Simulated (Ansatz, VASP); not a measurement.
GaAs: VASP beside Ansatz

The input INCAR:

```
PREC = Accurate ; ENCUT = 520
EDIFF = 1E-6 ; ISMEAR = 0
SIGMA = 0.02 ; LREAL = Auto
LASPH = T ; NELM = 150
ALGO = Normal ; ISIF = 2
LWAVE = F ; LCHARG = F
ISPIN = 2 ; MAGMOM = 0 0 0 0 0 0 0 0 0 0 0 0 0 0 0 0
LORBIT = 11 ; GGA = CA
NBANDS = 90
```

File KPOINTS:

```
Automatic mesh
0
Gamma
  3 3 3
```

Contents of POSCAR:

```
GaAs
1.0
    0.0000000000      5.6033815718     -5.6033815718
    5.6033815718      5.6033815718      0.0000000000
    5.6033815718      0.0000000000     -5.6033815718
Ga As
8 8
Direct
    0.5000000000      0.0000000000      0.5000000000
    0.5000000000      0.5000000000      0.5000000000
    0.0000000000      0.0000000000      0.5000000000
    0.0000000000      0.5000000000      0.5000000000
    0.5000000000      0.0000000000      0.0000000000
    0.5000000000      0.5000000000      0.0000000000
    0.0000000000      0.0000000000      0.0000000000
    0.0000000000      0.5000000000      0.0000000000
    0.1250000000      0.1250000000      0.1250000000
    0.1250000000      0.6250000000      0.1250000000
    0.6250000000      0.1250000000      0.1250000000
    0.6250000000      0.6250000000      0.1250000000
    0.1250000000      0.1250000000      0.6250000000
    0.1250000000      0.6250000000      0.6250000000
    0.6250000000      0.1250000000      0.6250000000
    0.6250000000      0.6250000000      0.6250000000
```

Input for Ansatz:

```yaml
crystal:
  lattice:
    - [0.0, 5.6033815718, -5.6033815718]
    - [5.6033815718, 5.6033815718, 0.0]
    - [5.6033815718, 0.0, -5.6033815718]
  atoms:
    - { symbol: Ga, position: [0.5, 0.0, 0.5] }
    - { symbol: Ga, position: [0.5, 0.5, 0.5] }
    - { symbol: Ga, position: [0.0, 0.0, 0.5] }
    - { symbol: Ga, position: [0.0, 0.5, 0.5] }
    - { symbol: Ga, position: [0.5, 0.0, 0.0] }
    - { symbol: Ga, position: [0.5, 0.5, 0.0] }
    - { symbol: Ga, position: [0.0, 0.0, 0.0] }
    - { symbol: Ga, position: [0.0, 0.5, 0.0] }
    - { symbol: As, position: [0.125, 0.125, 0.125] }
    - { symbol: As, position: [0.125, 0.625, 0.125] }
    - { symbol: As, position: [0.625, 0.125, 0.125] }
    - { symbol: As, position: [0.625, 0.625, 0.125] }
    - { symbol: As, position: [0.125, 0.125, 0.625] }
    - { symbol: As, position: [0.125, 0.625, 0.625] }
    - { symbol: As, position: [0.625, 0.125, 0.625] }
    - { symbol: As, position: [0.625, 0.625, 0.625] }
basis:
  ecutwfc: 420
  xc_grid: 2
  ecutrho_ratio: 4
kpoints:
  mp_grid: { grid: [3, 3, 3], shift: [0.0, 0.0, 0.0] }
hamiltonian:
  xc: lda
scf:
  occupations: { method: gaussian, width: 0.02 }
output:
  forces: true
  eigenvalues: true
  stress: true
magnetization:
  spin_polarized: true
```

Alike in both runs: task single point; functional LDA; k mesh 3 × 3 × 3; occupations gaussian, width 0.02 eV; collinear spin.

|  | VASP | Ansatz |
| --- | --- | --- |
| version | VASP 6.6.1 | Ansatz 0.2.0 |
| potentials or method | VASP PAW LDA potentials, release 64 (Ga_d, As), cutoff 520 eV | scalar-relativistic, plane waves, PAW |
| valence electrons in the cell | 144 | 224 |

```csv
,VASP,Ansatz,Ansatz less VASP
gap on the k mesh at the Fermi level (eV),0.53,0.48,-0.049
pressure (GPa),0.2,0.0,-0.29
```

LDA's correlation is that of Perdew and Zunger in VASP and of Perdew and Wang (1992) in Ansatz. VASP's potentials hold 144 valence electrons a cell and Ansatz's 224, so a difference there can come from the potentials and not from the codes. Ansatz's warnings: no starting moments.
